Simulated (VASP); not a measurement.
# BP2 (P1) in VASP: single point with PBE

Aim: the single point of BP2 with PBE.

Everything below comes from runs of VASP 6.6.1. Logs are shortened: lines on timing, memory, paths and dates and some standing lists are left out, and cuts for length are marked.

## 1. The cell of the first run

The typed cell holds 12 atoms: a = 4.776 Å, b = 4.776 Å, c = 7.187 Å, α = 104.18°, β = 108.32°, γ = 99.12°.

## 2. Single point, PBE

Input file INCAR:

```
PREC = Accurate
ENCUT = 520
EDIFF = 1E-6
ISMEAR = 0
SIGMA = 0.2
LREAL = F
LASPH = T
NELM = 80
ALGO = Normal
ISIF = 2
LWAVE = F
LCHARG = T
GGA = PE
LELF = T
LVHAR = T
NBANDS = 38
```

Input file KPOINTS:

```
Automatic mesh
0
Gamma
  6 6 6
```

Input file POSCAR:

```
BP2
1.0
   -3.0981311663     -3.1001002167      1.8979330306
   -3.0982234403      3.1003136155     -1.8973966767
    3.0984457520     -3.1021656930     -5.6951172574
B P
4 8
Direct
    0.9998151606      1.0009589742      1.0006783294
    0.9994464947      0.4994409646      0.4988999746
    0.5006471834      0.1253860961      0.6260215569
    0.5003829291      0.6243371667      0.1243890682
    0.2497928247      0.5624721692      0.8120568518
    0.2504277560      0.0627165660      0.3129390066
    0.2497493280      0.0620610471      0.8126136671
    0.2504864757      0.5629756835      0.3125505744
    0.7504262431      0.5630583213      0.8125544173
    0.7493238363      0.0620343830      0.3122793692
    0.7499080360      0.8124044194      0.5625263039
    0.7495937322      0.3121542089      0.0624908807
```

Potentials or basis: VASP PAW PBE potentials, release 64 (B, P).

Started as:

```bash
> cat potpaw_PBE.64/B/POTCAR potpaw_PBE.64/P/POTCAR > POTCAR
> mpirun -np 1 vasp_std > vasp.out
```

OUTCAR:

```text
PREC = Accurate
   ENCUT = 520
   EDIFF = 1E-6
   ISMEAR = 0
   LREAL = F
   LASPH = T
   NELM = 80
   ISIF = 2
   GGA = PE

 ion  position               nearest neighbor table
   1  1.000  0.001  0.001-  12 2.10   6 2.11   9 2.11   7 2.11
   2  0.999  0.499  0.499-   8 2.10  10 2.10  11 2.11   5 2.11
   3  0.501  0.125  0.626-   7 2.10   9 2.10  11 2.11   6 2.11
   4  0.500  0.624  0.124-  12 2.10  10 2.10   5 2.11   8 2.11
   5  0.250  0.562  0.812-   4 2.11   2 2.11   7 2.39   9 2.39   9 2.39   7 2.39
   6  0.250  0.063  0.313-   1 2.11   3 2.11  10 2.38   8 2.39   8 2.39  10 2.39
   7  0.250  0.062  0.813-   3 2.10   1 2.11   5 2.39  12 2.39  11 2.39   5 2.39
   8  0.250  0.563  0.313-   2 2.10   4 2.11  11 2.39   6 2.39   6 2.39  12 2.39
   9  0.750  0.563  0.813-   3 2.10   1 2.11  11 2.39   5 2.39   5 2.39  12 2.39
  10  0.749  0.062  0.312-   2 2.10   4 2.10   6 2.38  12 2.39  11 2.39   6 2.39
  11  0.750  0.812  0.563-   3 2.11   2 2.11   8 2.39   9 2.39   7 2.39  10 2.39
  12  0.750  0.312  0.062-   1 2.10   4 2.10   7 2.39  10 2.39   9 2.39   8 2.39

  LATTYP: Found a triclinic cell.
 ALAT       =     4.7760911998
 B/A-ratio  =     1.2973694124
 C/A-ratio  =     1.5226520333
 COS(alpha) =     0.0001178262
 COS(beta)  =     0.3462148359
 COS(gamma) =     0.6486823288

  Lattice vectors:

 A1 = (  -3.0982234403,   3.1003136155,  -1.8973966767)
 A2 = (  -6.1963546066,   0.0002133988,   0.0005363539)
 A3 = (  -0.0003145857,   6.2022659097,   3.7971842268)

Analysis of symmetry for initial positions (statically):
=====================================================================
 Subroutine PRICEL returns:
 Original cell was already a primitive cell.

 Routine SETGRP: Setting up the symmetry group for a
 triclinic supercell.

 Subroutine GETGRP returns: Found  1 space group operations
 (whereof  1 operations were pure point group operations)
 out of a pool of  2 trial point group operations.

The static configuration has the point symmetry C_1 .

Analysis of symmetry for dynamics (positions and initial velocities):
=====================================================================
 Subroutine PRICEL returns:
 Original cell was already a primitive cell.

 Routine SETGRP: Setting up the symmetry group for a
 triclinic supercell.

 Subroutine GETGRP returns: Found  1 space group operations
 (whereof  1 operations were pure point group operations)
 out of a pool of  2 trial point group operations.

The dynamic configuration has the point symmetry C_1 .

 Subroutine INISYM returns: Found  1 space group operations
 (whereof  1 operations are pure point group operations),
 and found     1 'primitive' translations

----------------------------------------------------------------------------------------

                                     Primitive cell

  volume of cell :     145.8738

  direct lattice vectors                    reciprocal lattice vectors
    -3.098131166 -3.100100217  1.897933031    -0.161390762 -0.161260773  0.000034612
    -3.098223440  3.100313616 -1.897396677    -0.161393837  0.080642140 -0.131733079
     3.098445752 -3.102165693 -5.695117257    -0.000014175 -0.080608047 -0.131689019

  length of vectors
     4.776105931  4.776091200  7.187361035     0.228149110  0.223393665  0.154400956

  position of ions in fractional coordinates (direct lattice)
     0.999815161  0.000958974  0.000678329
     0.999446495  0.499440965  0.498899975
     0.500647183  0.125386096  0.626021557
     0.500382929  0.624337167  0.124389068
     0.249792825  0.562472169  0.812056852
     0.250427756  0.062716566  0.312939007
     0.249749328  0.062061047  0.812613667
     0.250486476  0.562975683  0.312550574
     0.750426243  0.563058321  0.812554417
     0.749323836  0.062034383  0.312279369
     0.749908036  0.812404419  0.562526304
     0.749593732  0.312154209  0.062490881

  ion indices of the primitive-cell ions
   primitive index   ion index
                 1           1
                 2           2
                 3           3
                 4           4
                 5           5
                 6           6
                 7           7
                 8           8
                 9           9
                10          10
                11          11
                12          12

----------------------------------------------------------------------------------------

 KPOINTS: Automatic mesh

Automatic generation of k-mesh.
 Grid dimensions read from file:
 generate k-points for:    6    6    6

 Generating k-lattice:

  Cartesian coordinates                     Fractional coordinates (reciprocal lattice)
    -0.026898460 -0.026876796  0.000005769     0.166666667  0.000000000 -0.000000000
    -0.026898973  0.013440357 -0.021955513     0.000000000  0.166666667  0.000000000
    -0.000002363 -0.013434674 -0.021948170     0.000000000  0.000000000  0.166666667

  Length of vectors
     0.038024852  0.037232277  0.025733493

  Shift w.r.t. Gamma in fractional coordinates (k-lattice)
     0.000000000  0.000000000  0.000000000

 Subroutine IBZKPT returns following result:
 ===========================================

 Found    112 irreducible k-points:

 Following reciprocal coordinates:
            Coordinates               Weight
  0.000000  0.000000  0.000000      1.000000
  0.166667  0.000000 -0.000000      2.000000
  0.333333 -0.000000 -0.000000      2.000000
  0.500000  0.000000 -0.000000      1.000000
 -0.000000  0.166667 -0.000000      2.000000
  0.166667  0.166667  0.000000      2.000000
[... 16 lines left out ...]
  0.333333  0.000000  0.166667      2.000000
  0.500000  0.000000  0.166667      2.000000
 [... further k-points ...]
   k-points           NKPTS =    112   k-points in BZ     NKDIM =    112   number of bands    NBANDS=     38
   number of dos      NEDOS =    301   number of ions     NIONS =     12
   total plane-waves  NPLWV =  69984
   dimension x,y,z NGX =    36 NGY =   36 NGZ =   54
   dimension x,y,z NGXF=    72 NGYF=   72 NGZF=  108
   ions per type =               4   8
   NGX,Y,Z   is equivalent  to a cutoff of  12.53, 12.53, 12.49 a.u.
   NGXF,Y,Z  is equivalent  to a cutoff of  25.06, 25.06, 24.98 a.u.
 SYSTEM =  unknown system
   PREC   = accura    normal or accurate (medium, high low for compatibility)
   ISTART =      0    job   : 0-new  1-cont  2-samecut
   ICHARG =      2    charge: 1-file 2-atom 10-const
   ISPIN  =      1    spin polarized calculation?
   LNONCOLLINEAR =      F non collinear calculations
   LSORBIT =      F    spin-orbit coupling
   LASPH  =      T    aspherical Exc in radial PAW
   ENCUT  =  520.0 eV  38.22 Ry    6.18 a.u.   8.88  8.88 13.36*2*pi/ulx,y,z
   NELM   =     80;   NELMIN=  2; NELMDL= -5     # of ELM steps
   EDIFF  = 0.1E-05   stopping-criterion for ELM
   LREAL  =      F    real-space projection
[... 7 lines left out ...]
   TEBEG  =    0.0;   TEEND  =   0.0 temperature during run
   PSTRESS=    0.0 pullay stress
   NELECT =      52.0000    total number of electrons
   NUPDOWN=      -1.0000    fix difference up-down
   EMIN   =  10.00;   EMAX   =-10.00  energy-range for DOS
   EFERMI =   0.00;   METHOD = LEGACY
   ISMEAR =     0;   SIGMA  =   0.20  broadening in eV -4-tet -1-fermi 0-gaus
   EFERMI_NEDOS =   21; number of points for ismear=-14 and -15
   IALGO  =     38    algorithm
   IMIX   =      4    mixing-type and parameters
     AMIX     =   0.40;   BMIX     =  1.00
     AMIX_MAG =   1.60;   BMIX_MAG =  1.00
  volume/ion in A,a.u.               =      12.16        82.03
  Fermi-wavevector in a.u.,A,eV,Ry     =   1.160781  2.193557 18.332649  1.347412
  Thomas-Fermi vector in A             =   2.297360
   LORBIT       =      0    0 simple, 1 ext, 2 COOP (PROOUT), +10 PAW based schemes
   GGA     = PE    functional components
   LHFCALC =     F    Hartree Fock is set to
   AEXX    =    0.0000 exact exchange contribution
   IVDW    =     0    specifies the selected vdW correction
   LEPSILON=     F    determine dielectric tensor
   LRPA    =     F    only Hartree local field effects (RPA)
 non-spin polarized calculation
 Gauss-broadening in eV      SIGMA  =   0.20
  energy-cutoff  :      520.00
  volume of cell :      145.87
 maximum number of plane-waves:      3958
   NGX = 17   NGY = 17   NGZ = 27

 number of electron      52.0000005 magnetization

 Free energy of the ion-electron system (eV)
  ---------------------------------------------------
  ext. energy  EPLUGINS =         0.00000000
  ---------------------------------------------------
  free energy    TOTEN  =       -63.84900529 eV

  energy without entropy =      -63.78388383  energy(sigma->0) =      -63.81644456

 E-fermi :   9.1692     XC(G=0): -11.3680

 val. band max:        9.1353140373   @ k =   0.3333   0.1667   0.3333
 cond. band min:       9.1698635560   @ k =   0.3333   0.0000   0.1667
 fundamental gap:      0.0345495186
 Fermi energy:         9.1692196971

 k-point     1 :       0.0000    0.0000    0.0000
  band No.  band energies     occupation
      1      -7.6200      2.00000
      2      -5.5324      2.00000
      3      -3.9363      2.00000
      4      -1.8088      2.00000
      5      -1.5935      2.00000
      6      -1.5918      2.00000
[... 30 lines left out ...]
     37      16.0640      0.00000
     38      16.1618      0.00000

 k-point     2 :       0.1667    0.0000   -0.0000
  band No.  band energies     occupation
      1      -7.4287      2.00000
      2      -5.5561      2.00000
      3      -3.7814      2.00000
      4      -3.0566      2.00000
      5      -2.2120      2.00000
      6      -1.4248      2.00000
[... 30 lines left out ...]
     37      14.4496      0.00000
     38      14.5968      0.00000

 k-point     3 :       0.3333   -0.0000   -0.0000
  band No.  band energies     occupation
      1      -6.8577      2.00000
      2      -5.5558      2.00000
      3      -4.6301      2.00000
      4      -3.7793      2.00000
      5      -2.2146      2.00000
      6      -1.0503      2.00000
[... 30 lines left out ...]
     37      13.6957      0.00000
     38      14.4972      0.00000

 k-point     4 :       0.5000    0.0000   -0.0000
  band No.  band energies     occupation
      1      -5.9218      2.00000
      2      -5.9123      2.00000
      3      -5.5317      2.00000
      4      -3.9332      2.00000
      5      -1.8125      2.00000
      6      -0.8348      2.00000
[... 30 lines left out ...]
     37      14.1999      0.00000
     38      14.2954      0.00000
[... 703 lines left out ...]
      4      -3.1727      2.00000
      5      -1.8698      2.00000
      6      -1.4322      2.00000
[... 30 lines left out ...]
     37      14.1561      0.00000
     38      14.3809      0.00000

 k-point    23 :       0.3333    0.0000    0.1667
  band No.  band energies     occupation
      1      -6.5922      2.00000
      2      -5.9902      2.00000
      3      -4.9245      2.00000
      4      -3.3434      2.00000
      5      -1.8107      2.00000
      6      -0.8772      2.00000
[... 30 lines left out ...]
     37      14.4097      0.00000
     38      14.4379      0.00000

 k-point    24 :       0.5000    0.0000    0.1667
  band No.  band energies     occupation
      1      -6.1228      2.00000
      2      -5.6605      2.00000
      3      -5.5662      2.00000
      4      -3.8613      2.00000
      5      -2.0135      2.00000
      6      -1.0399      2.00000
[... 30 lines left out ...]
     37      14.3996      0.00000
     38      14.5999      0.00000

 [... further k-points ...]

------------------------ aborting loop because EDIFF is reached ----------------------------------------

  FORCE on cell =-STRESS in cart. coord.  units (eV):
  Direction    XX          YY          ZZ          XY          YZ          ZX
  --------------------------------------------------------------------------------------
  -------------------------------------------------------------------------------------
  Total       -0.2856322     -0.3409438     -0.1522148      0.0057345      0.0260012      0.0113599
  in kB       -3.1371869     -3.7446908     -1.6718220      0.0629840      0.2855789      0.1247695
  external PRESSURE =      -2.8512332 kB  Pullay stress =       0.0000000 kB

 VOLUME and BASIS-vectors are now :
 -----------------------------------------------------------------------------
  energy-cutoff  :      520.00
  volume of cell :      145.87
      direct lattice vectors                 reciprocal lattice vectors
    -3.098131166 -3.100100217  1.897933031    -0.161390762 -0.161260773  0.000034612
    -3.098223440  3.100313616 -1.897396677    -0.161393837  0.080642140 -0.131733079
     3.098445752 -3.102165693 -5.695117257    -0.000014175 -0.080608047 -0.131689019

 POSITION                                       TOTAL-FORCE (eV/Angst)
 -----------------------------------------------------------------------------------
     -3.09843     -3.09866      1.89190         0.000518      0.002357      0.007656
     -3.09798     -3.09763     -1.89205        -0.001725      0.002471     -0.000813
      0.00015     -3.10534     -2.85298        -0.001227     -0.000767     -0.004072
     -3.09918     -0.00147     -0.94333         0.006304     -0.001993     -0.005315
     -0.00044     -1.54968     -5.21790         0.001345      0.004773     -0.003243
     -0.00054     -1.55270     -1.42593        -0.001301     -0.002825      0.002138
      1.55180     -3.10270     -4.27168        -0.000555     -0.000291     -0.001496
     -1.55184     -0.00072     -2.37279         0.003719     -0.001049      0.005520
     -1.55174     -3.10142     -4.27168         0.002459      0.000799      0.001007
     -1.54612     -3.09940     -0.47400        -0.002686     -0.001298     -0.002561
     -3.09737     -1.55113     -3.32183         0.003232     -0.001575      0.001230
     -3.09584     -1.54990      0.47451        -0.010082     -0.000602     -0.000051
 -----------------------------------------------------------------------------------
    total drift:                                0.000215     -0.000064     -0.000259

  FREE ENERGIE OF THE ION-ELECTRON SYSTEM (eV)
  ---------------------------------------------------
  free  energy   TOTEN  =       -63.8490052892 eV

  energy  without entropy=      -63.7838838280  energy(sigma->0) =      -63.81644456
```

Wall time 8.3 min (1 thread of Intel Xeon Platinum 8259CL at 2.50GHz (Skylake/Cascade Lake), shared host); peak memory 0.54 GiB.

Results:

```yaml
Free_energy: -63.8490 eV
Pressure: -0.3 GPa
Largest_force: 0.010 eV/Å
Band_gap_on_the_k_mesh: zero (bands 26 and 27 overlap by 1.94 eV)
```

Forces on the atoms (eV/Å):
```
B    0.001  0.002  0.008
B   -0.002  0.002 -0.001
B   -0.001 -0.001 -0.004
B    0.006 -0.002 -0.005
P    0.001  0.005 -0.003
P   -0.001 -0.003  0.002
P   -0.001  0.000 -0.001
P    0.004 -0.001  0.006
P    0.002  0.001  0.001
P   -0.003 -0.001 -0.003
P    0.003 -0.002  0.001
P   -0.010 -0.001  0.000
```
